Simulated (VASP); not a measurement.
# H22CO12 in VASP: notebook

Runs on H22CO12. Level: PBEsol. Tasks: single point.

Everything below comes from runs of VASP 6.6.1. Logs are shortened: lines on timing, memory, paths and dates and some standing lists are left out, and cuts for length are marked.

**1. The cell of the first run**

The cell holds an amorphous packing of atoms, 35 atoms: a = 7.785 Å, b = 7.785 Å, c = 7.785 Å, α = 90.00°, β = 90.00°, γ = 90.00°.

**2. Single point, PBEsol**

File INCAR:

```
SYSTEM = H22CO12
ALGO     = Normal         ! electronic algorithm
EDIFF    = 1E-7           ! SCF threshold, eV
ENCUT    = 520            ! plane-wave cutoff, eV
GGA      = PS             ! functional
ISIF     = 2              ! what is computed and relaxed
ISMEAR   = -1             ! smearing method
LASPH    = .True.         ! aspherical terms in the spheres
LCHARG   = .False.        ! write CHGCAR
LREAL    = Auto         
LWAVE    = .False.        ! write WAVECAR
NBANDS   = 72             ! bands
NELM     = 60             ! most SCF steps
PREC     = Accurate       ! precision mode
SIGMA    = 0.02           ! smearing width, eV
```

File KPOINTS:

```
k-points
0
Gamma
  1 1 1
  0 0 0
```

File POSCAR:

```
H22CO12
1.0
    7.7854430000      0.0000000000      0.0000000000
    0.0000000000      7.7854430000      0.0000000000
    0.0000000000      0.0000000000      7.7854430000
O H C
12 22 1
Direct
    0.3754247907      0.1938177172      0.5730046451
    0.5910752245      0.2803697495      0.3101721811
    0.8053421620      0.8530730717      0.7170731451
    0.1520708974      0.3898147341      0.9920223459
    0.5452262297      0.5955812803      0.6143936827
   -0.0611919987      0.3726485731      0.4504799423
    0.9569452056      0.1128051557      0.2459256257
    0.8044956682      0.3223005143      1.0305567202
    0.3337139177      1.1033843841      0.1163330541
    0.6754257100      0.1739234329      0.7551406974
    0.0264067518      0.6945597350      0.4443514594
    0.2809001210      0.6227012789      0.3253320747
    0.3189615210      0.2931387754      0.6240022932
    0.4289995135      0.2390200594      0.4667096814
    0.6915024677      0.2606284206      0.3840340053
    0.6449632237      0.3306774982      0.2059690764
    0.8861493282      0.8298166991      0.6228587030
    0.7116948822      0.7700669644      0.6971295642
    0.1946263380      0.4812915961      1.0664442529
    0.2183189752      0.2873487030      1.0303518703
    0.6047398554      0.4853120308      0.6119991145
    0.4914650670      0.6031685107      0.5006947176
   -0.0283413813      0.3328293495      0.5647334293
   -0.0309759384      0.2729211621      0.3694164556
    0.8933486757      0.1726526518      0.1490650624
    1.0666104048      0.0727660123      0.1986232924
    0.9204716732      0.3694693297      1.0039802726
    0.7533408363      0.2740771820      0.9217401763
    0.4305116979      1.1452835088      0.1878826730
    0.3907551790      1.0326108594      0.0300933957
    0.5601293894      0.1722273093      0.6992362593
    0.7251379044      0.0562753159      0.7382708169
   -0.0013947345      0.5652175672      0.4294402406
    0.2243881363      0.8611021339      0.4224268762
    0.1852132054      0.7264502337      0.3940141970
```

Potentials or basis: VASP PAW PBE potentials, release 64 (O, H, C).

The run is started by

```sh
$ cat potpaw_PBE.64/O/POTCAR potpaw_PBE.64/H/POTCAR potpaw_PBE.64/C/POTCAR > POTCAR
$ mpirun -np 1 vasp_gam > vasp.out
```

OUTCAR:

```text
SYSTEM = H22CO12
   EDIFF = 1E-7
   ENCUT = 520
   GGA = PS
   ISIF = 2
   ISMEAR = -1
   LASPH = .True.
   LREAL = Auto
   NELM = 60
   PREC = Accurate

 ion  position               nearest neighbor table
   1  0.375  0.194  0.573-  13 0.97  14 0.99
   2  0.591  0.280  0.310-  15 0.98  16 0.99
   3  0.805  0.853  0.717-  17 0.98  18 0.99
   4  0.152  0.390  0.992-  19 0.98  20 1.00
   5  0.545  0.596  0.614-  21 0.98  22 0.98
   6  0.939  0.373  0.450-  23 0.98  24 1.03
   7  0.957  0.113  0.246-  26 0.98  25 1.02
   8  0.804  0.322  0.031-  27 1.00  28 1.01
   9  0.334  0.103  0.116-  30 0.98  29 0.99
  10  0.675  0.174  0.755-  31 1.00  32 1.00
  11  0.026  0.695  0.444-  33 1.04  35 1.32
  12  0.281  0.623  0.325-  35 1.22
  13  0.319  0.293  0.624-   1 0.97
  14  0.429  0.239  0.467-   1 0.99
  15  0.692  0.261  0.384-   2 0.98
  16  0.645  0.331  0.206-   2 0.99
  17  0.886  0.830  0.623-   3 0.98
[... 15 lines left out ...]
  33  0.999  0.565  0.429-  11 1.04
  34  0.224  0.861  0.422-  35 1.11
  35  0.185  0.726  0.394-  34 1.11  12 1.22  11 1.32

  LATTYP: Found a simple cubic cell.
 ALAT       =     7.7854430000

  Lattice vectors:

 A1 = (   7.7854430000,   0.0000000000,   0.0000000000)
 A2 = (   0.0000000000,   7.7854430000,   0.0000000000)
 A3 = (   0.0000000000,   0.0000000000,   7.7854430000)

Analysis of symmetry for initial positions (statically):
=====================================================================
 Subroutine PRICEL returns:
 Original cell was already a primitive cell.

 Routine SETGRP: Setting up the symmetry group for a
 simple cubic supercell.

 Subroutine GETGRP returns: Found  1 space group operations
 (whereof  1 operations were pure point group operations)
 out of a pool of 48 trial point group operations.

The static configuration has the point symmetry C_1 .

Analysis of symmetry for dynamics (positions and initial velocities):
=====================================================================
 Subroutine PRICEL returns:
 Original cell was already a primitive cell.

 Routine SETGRP: Setting up the symmetry group for a
 simple cubic supercell.

 Subroutine GETGRP returns: Found  1 space group operations
 (whereof  1 operations were pure point group operations)
 out of a pool of 48 trial point group operations.

The dynamic configuration has the point symmetry C_1 .

 Subroutine INISYM returns: Found  1 space group operations
 (whereof  1 operations are pure point group operations),
 and found     1 'primitive' translations

----------------------------------------------------------------------------------------

                                     Primitive cell

  volume of cell :     471.9000

  direct lattice vectors                    reciprocal lattice vectors
     7.785443000  0.000000000  0.000000000     0.128444843  0.000000000  0.000000000
     0.000000000  7.785443000  0.000000000     0.000000000  0.128444843  0.000000000
     0.000000000  0.000000000  7.785443000     0.000000000  0.000000000  0.128444843

  length of vectors
     7.785443000  7.785443000  7.785443000     0.128444843  0.128444843  0.128444843

  position of ions in fractional coordinates (direct lattice)
     0.375424791  0.193817717  0.573004645
     0.591075225  0.280369749  0.310172181
     0.805342162  0.853073072  0.717073145
     0.152070897  0.389814734  0.992022346
     0.545226230  0.595581280  0.614393683
     0.938808001  0.372648573  0.450479942
[... 27 lines left out ...]
     0.224388136  0.861102134  0.422426876
     0.185213205  0.726450234  0.394014197

  ion indices of the primitive-cell ions
   primitive index   ion index
                 1           1
                 2           2
                 3           3
                 4           4
                 5           5
                 6           6
[... 27 lines left out ...]
                34          34
                35          35

----------------------------------------------------------------------------------------

 KPOINTS: k-points

Automatic generation of k-mesh.
 Grid dimensions read from file:
 generate k-points for:    1    1    1

 Generating k-lattice:

  Cartesian coordinates                     Fractional coordinates (reciprocal lattice)
     0.128444843  0.000000000  0.000000000     1.000000000  0.000000000  0.000000000
     0.000000000  0.128444843  0.000000000     0.000000000  1.000000000  0.000000000
     0.000000000  0.000000000  0.128444843     0.000000000  0.000000000  1.000000000

  Length of vectors
     0.128444843  0.128444843  0.128444843

  Shift w.r.t. Gamma in fractional coordinates (k-lattice)
     0.000000000  0.000000000  0.000000000

 Subroutine IBZKPT returns following result:
 ===========================================

 Found      1 irreducible k-points:

 Following reciprocal coordinates:
            Coordinates               Weight
  0.000000  0.000000  0.000000      1.000000
   k-points           NKPTS =      1   k-points in BZ     NKDIM =      1   number of bands    NBANDS=     72
   number of dos      NEDOS =    301   number of ions     NIONS =     35
   total plane-waves  NPLWV = 216000
   dimension x,y,z NGX =    60 NGY =   60 NGZ =   60
   dimension x,y,z NGXF=   120 NGYF=  120 NGZF=  120
   ions per type =              12  22   1
   NGX,Y,Z   is equivalent  to a cutoff of  12.81, 12.81, 12.81 a.u.
   NGXF,Y,Z  is equivalent  to a cutoff of  25.62, 25.62, 25.62 a.u.
 SYSTEM =  H22CO12
   PREC   = accura    normal or accurate (medium, high low for compatibility)
   ISTART =      0    job   : 0-new  1-cont  2-samecut
   ICHARG =      2    charge: 1-file 2-atom 10-const
   ISPIN  =      1    spin polarized calculation?
   LNONCOLLINEAR =      F non collinear calculations
   LSORBIT =      F    spin-orbit coupling
   LASPH  =      T    aspherical Exc in radial PAW
   ENCUT  =  520.0 eV  38.22 Ry    6.18 a.u.  14.48 14.48 14.48*2*pi/ulx,y,z
   NELM   =     60;   NELMIN=  2; NELMDL= -5     # of ELM steps
   EDIFF  = 0.1E-06   stopping-criterion for ELM
   LREAL  =      T    real-space projection
   EDIFFG = 0.1E-05   stopping-criterion for IOM
   NSW    =      0    number of steps for IOM
   IBRION =     -1    ionic relax: 0-MD 1-quasi-New 2-CG
   NFREE  =      0    steps in history (QN), initial steepest desc. (CG)
   ISIF   =      2    stress and relaxation
   ISYM   =      2    0-nonsym 1-usesym 2-fastsym
   POTIM  = 0.5000    time-step for ionic-motion
   TEBEG  =    0.0;   TEEND  =   0.0 temperature during run
   PSTRESS=    0.0 pullay stress
   NELECT =      98.0000    total number of electrons
   NUPDOWN=      -1.0000    fix difference up-down
   EMIN   =  10.00;   EMAX   =-10.00  energy-range for DOS
   EFERMI =   0.00;   METHOD = LEGACY
   ISMEAR =    -1;   SIGMA  =   0.02  broadening in eV -4-tet -1-fermi 0-gaus
   EFERMI_NEDOS =   21; number of points for ismear=-14 and -15
   IALGO  =     38    algorithm
   IMIX   =      4    mixing-type and parameters
     AMIX     =   0.40;   BMIX     =  1.00
     AMIX_MAG =   1.60;   BMIX_MAG =  1.00
  volume/ion in A,a.u.               =      13.48        90.99
  Fermi-wavevector in a.u.,A,eV,Ry     =   0.969468  1.832029 12.787686  0.939868
  Thomas-Fermi vector in A             =   2.099523
   LORBIT       =      0    0 simple, 1 ext, 2 COOP (PROOUT), +10 PAW based schemes
   GGA     = PS    functional components
   LHFCALC =     F    Hartree Fock is set to
   AEXX    =    0.0000 exact exchange contribution
   IVDW    =     0    specifies the selected vdW correction
   LEPSILON=     F    determine dielectric tensor
   LRPA    =     F    only Hartree local field effects (RPA)
 non-spin polarized calculation
  energy-cutoff  :      520.00
  volume of cell :      471.90
 maximum number of plane-waves:      6399
 NGX is ok and might be reduce to    60
   NGX = 29   NGY = 29   NGZ = 29

 number of electron      97.9999997 magnetization

 Free energy of the ion-electron system (eV)
  ---------------------------------------------------
  ext. energy  EPLUGINS =         0.00000000
  ---------------------------------------------------
  free energy    TOTEN  =      -179.04644408 eV

  energy without entropy =     -179.04644408  energy(sigma->0) =     -179.04644408

 E-fermi :  -3.8613     XC(G=0):  -5.7481

 val. band max:       -4.3621649483   @ k =   0.0000   0.0000   0.0000
 cond. band min:       0.5271402818   @ k =   0.0000   0.0000   0.0000
 fundamental gap:      4.8893052300
 Fermi energy:        -3.8612595687

 k-point     1 :       0.0000    0.0000    0.0000
  band No.  band energies     occupation
      1     -25.3503      2.00000
      2     -23.3732      2.00000
      3     -23.2043      2.00000
      4     -23.1276      2.00000
      5     -22.9642      2.00000
      6     -22.7955      2.00000
[... 53 lines left out ...]
     60       4.8212      0.00000
     61       4.8673      0.00000
 [bands above 61 left out]

------------------------ aborting loop because EDIFF is reached ----------------------------------------

  FORCE on cell =-STRESS in cart. coord.  units (eV):
  Direction    XX          YY          ZZ          XY          YZ          ZX
  --------------------------------------------------------------------------------------
  -------------------------------------------------------------------------------------
  Total       -2.6744704     -1.9799191     -1.6558757     -0.7086828     -0.5964866     -0.6498586
  in kB       -9.0802623     -6.7221474     -5.6219673     -2.4060934     -2.0251691     -2.2063758
  external PRESSURE =      -7.1414590 kB  Pullay stress =       0.0000000 kB

 VOLUME and BASIS-vectors are now :
 -----------------------------------------------------------------------------
  energy-cutoff  :      520.00
  volume of cell :      471.90
      direct lattice vectors                 reciprocal lattice vectors
     7.785443000  0.000000000  0.000000000     0.128444843  0.000000000  0.000000000
     0.000000000  7.785443000  0.000000000     0.000000000  0.128444843  0.000000000
     0.000000000  0.000000000  7.785443000     0.000000000  0.000000000  0.128444843

 POSITION                                       TOTAL-FORCE (eV/Angst)
 -----------------------------------------------------------------------------------
      2.92285      1.50896      4.46110         0.051991      0.028561      0.057655
      4.60178      2.18280      2.41483        -0.131833     -0.027520     -0.041145
      6.26995      6.64155      5.58273        -0.012512      0.085653     -0.086545
      1.18394      3.03488      7.72333        -0.047147     -0.088694     -0.047017
      4.24483      4.63686      4.78333         0.081223      0.038733      0.043808
      7.30904      2.90123      3.50719         0.077437      0.071663      0.122335
[... 27 lines left out ...]
      1.74696      6.70406      3.28878        -0.060786     -0.020026     -0.016169
      1.44197      5.65574      3.06758        -0.201455      0.355608      0.193249
 -----------------------------------------------------------------------------------
    total drift:                               -0.000527      0.019260      0.002730

  FREE ENERGIE OF THE ION-ELECTRON SYSTEM (eV)
  ---------------------------------------------------
  free  energy   TOTEN  =      -179.0464440752 eV

  energy  without entropy=     -179.0464440752  energy(sigma->0) =     -179.04644408
```

It took 1.7 min on 1 thread of Intel Xeon Platinum 8259CL at 2.50GHz (Skylake/Cascade Lake), shared host; peak memory 0.47 GiB.

What came out:

| Item | Value |
| --- | --- |
| Free energy | -179.0464 eV |
| Pressure | -0.7 GPa |
| Largest force | 0.504 eV/Å |
| Band gap on the k mesh | 4.89 eV |

Forces on the atoms (eV/Å):
```
O    0.052  0.029  0.058
O   -0.132 -0.028 -0.041
O   -0.013  0.086 -0.087
O   -0.047 -0.089 -0.047
O    0.081  0.039  0.044
O    0.077  0.072  0.122
O    0.104  0.024  0.037
O   -0.049 -0.054  0.078
O    0.099  0.028 -0.035
O    0.039  0.005 -0.020
O    0.049  0.016  0.043
O    0.353 -0.311 -0.183
H   -0.077  0.107  0.084
H    0.032  0.019 -0.077
H    0.041 -0.048  0.063
H    0.091  0.034 -0.129
H   -0.057 -0.028  0.024
H   -0.128 -0.122 -0.123
H    0.018  0.138  0.096
H   -0.030 -0.027 -0.004
H    0.108 -0.046  0.059
H   -0.055  0.089 -0.105
H   -0.147  0.004  0.021
H   -0.012 -0.112 -0.110
H    0.059 -0.042  0.012
H    0.034  0.152  0.028
H    0.077  0.023  0.006
H   -0.078 -0.096 -0.113
H   -0.021  0.121  0.174
H   -0.112 -0.036 -0.087
H   -0.014  0.063 -0.012
H    0.072 -0.141 -0.023
H   -0.152 -0.206  0.072
H   -0.061 -0.020 -0.016
C   -0.201  0.356  0.193
```

Stress tensor (GPa, compression positive):
```
-0.91 -0.24 -0.22
-0.24 -0.67 -0.20
-0.22 -0.20 -0.56
```

Caveat: the k points lie up to 0.81 Å⁻¹ apart; the PAW data sets were made with another functional, which shifts forces and pressure a little.

**3. Single point, PBEsol**

File INCAR:

```
PREC = Accurate
ENCUT = 520
EDIFF = 1E-7
ISMEAR = -1
SIGMA = 0.02
LREAL = Auto
LASPH = T
NELM = 60
ALGO = Normal
ISIF = 2
LWAVE = F
LCHARG = F
GGA = PS
NBANDS = 72
```

File KPOINTS:

```
Automatic mesh
0
Gamma
  1 1 1
```

File POSCAR:

```
H22CO12
1.0
    7.7854430000      0.0000000000      0.0000000000
    0.0000000000      7.7854430000      0.0000000000
    0.0000000000      0.0000000000      7.7854430000
O H C
12 22 1
Direct
    0.3945954007      0.2001042201      0.5735832887
    0.6085459748      0.3052620127      0.3042729874
    0.7631550318      0.8494185880      0.7122138072
    0.1885698733      0.4378042457      1.0052607154
    0.5095278458      0.6222510395      0.6531034907
   -0.0303129828      0.3209451280      0.4645978398
    0.9646079228      0.0980419483      0.2338466803
    0.8082648605      0.2976966115      1.0312707960
    0.3600822715      1.1024420833      0.1235125606
    0.6852660793      0.1631634834      0.7541510483
    0.0451355177      0.6342349433      0.4243046927
    0.3157174229      0.6264383414      0.3320556069
    0.2726241782      0.2397936765      0.6046926296
    0.4305342676      0.2532161625      0.4573792397
    0.6715995480      0.3522728251      0.3991551926
    0.6289044824      0.3844996361      0.2110862542
    0.8335813389      0.8668742421      0.6044100509
    0.6803980197      0.7504004589      0.6986885653
    0.1877478263      0.4803323330      1.1216445872
    0.2674478511      0.3396466970      1.0178996879
    0.4150181306      0.6754400488      0.7172616895
    0.4563003030      0.6641112137      0.5464300490
   -0.1127617272      0.2817180731      0.5429877272
   -0.0469722789      0.2458948065      0.3616749875
    0.8909704945      0.1711527526      0.1290356888
    1.0753016880      0.0716850666      0.1919094392
    0.9199219621      0.3675577613      1.0292927454
    0.7567841676      0.2472049439      0.9110207345
    0.4667043353      1.1279640735      0.1790264215
    0.3835106108      1.0179767548      0.0354122431
    0.5687280737      0.1814154956      0.7050979630
    0.7030171565      0.0386618976      0.7249683801
    0.0382508741      0.5057130339      0.4509826865
    0.1707288847      0.8516663727      0.3667357143
    0.1869771572      0.7021051981      0.3750204067
```

Potentials or basis: VASP PAW PBE potentials, release 64 (O, H, C).

The run is started by

```sh
$ cat potpaw_PBE.64/O/POTCAR potpaw_PBE.64/H/POTCAR potpaw_PBE.64/C/POTCAR > POTCAR
$ mpirun -np 1 vasp_gam > vasp.out
```

Wall time 99 s (1 thread of Intel Xeon Platinum 8259CL at 2.50GHz (Skylake/Cascade Lake), shared host); peak memory 0.47 GiB.

It converged, with:

- Free energy: -177.2517 eV
- Pressure: -0.1 GPa
- Largest force: 2.972 eV/Å
- Band gap on the k mesh: 4.50 eV

Forces in eV/Å, atoms in the order of the input:
```
O   -1.377  0.889 -0.679
O   -1.131 -0.643  0.360
O    0.908  0.206 -1.101
O   -0.138 -0.461 -0.380
O   -0.962  0.888  0.002
O    1.361  1.607 -0.274
O   -2.684  1.055 -0.719
O    0.919  0.257 -0.607
O   -1.396  0.028 -0.554
O   -0.061  0.554 -0.180
O   -1.449  0.265  0.855
O    1.593 -0.713 -0.226
H    1.999 -0.434 -0.868
H   -0.619 -0.470  1.450
H    0.512  0.264  0.660
H    0.249  0.161 -0.712
H   -0.954 -0.819  1.159
H    0.226  0.338 -0.512
H    0.143  0.531  0.660
H   -0.128 -0.222 -0.111
H    0.270 -0.481  1.271
H    0.784 -0.588 -1.267
H   -1.435 -0.611  1.958
H    0.619 -1.101 -0.894
H    0.648 -0.933  1.176
H    1.707 -0.140 -0.620
H   -1.310 -0.765 -0.972
H    0.798  0.498  0.683
H    1.139  0.301  0.634
H    0.219 -0.152 -0.133
H   -0.335  0.644 -0.076
H    0.473 -0.532  0.605
H   -0.197 -0.685 -0.282
H    0.353 -1.319  0.116
C   -0.744  2.582 -0.425
```

Stress tensor (GPa, compression positive):
```
-0.30 -0.39 -0.77
-0.39 -0.40  0.78
-0.77  0.78  0.30
```

Levels at points of the mesh, in eV from the valence-band top:
| k point | band 47 | band 48 | band 49 | band 50 | band 51 | band 52 |
| --- | --- | --- | --- | --- | --- | --- |
| (0.00, 0.00, 0.00) | -0.43 | -0.15 | 0.00 | 4.50 | 5.13 | 6.61 |

Caveat: the k points lie up to 0.81 Å⁻¹ apart; the PAW data sets were made with another functional, which shifts forces and pressure a little.

(Part 1 of 2 ends here.)
